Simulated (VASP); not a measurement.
Input of a VASP 6.6.1 run:

File INCAR:

```
  ALGO = Normal
  EDIFF = 1E-6
  ENCUT = 520
  ISIF = 2
  ISMEAR = -1
  LASPH = True
  LCHARG = False
  LREAL = False
  LWAVE = False
  NBANDS = 18
  NELM = 100
  PREC = Accurate
  SIGMA = 0.1
```

The input KPOINTS:

```
k-points
0
Gamma
  18 18 5
```

Contents of POSCAR:

```
P
1.0
    2.5628682416      0.0000000000      0.0000000000
   -1.2814341208      2.2195090038      0.0000000000
    0.0000000000      0.0000000000      9.4553965705
P
4
Direct
    0.0000000000      1.0000000000      1.0000000000
    0.0000000000      1.0000000000      0.5000000000
    0.3333333333      0.6666666667      0.2500000000
    0.6666666667      0.3333333333      0.7500000000
```

Potentials or basis: VASP PAW LDA potentials, release 64 (P).

Launch:

```bash
$ cat potpaw_LDA.64/P/POTCAR > POTCAR
$ mpirun -np 1 vasp_std > vasp.out
```

Q: Estimate the pressure.

A: 4.3 GPa.

Q: What does it give for the band gap on the k mesh?

A: Zero (bands 10 and 11 overlap by 11.11 eV).

Stress tensor (GPa, compression positive):
```
4.62 0.00 0.00
0.00 4.62 0.00
0.00 0.00 3.78
```

Caveat: the cell stands under pressure.
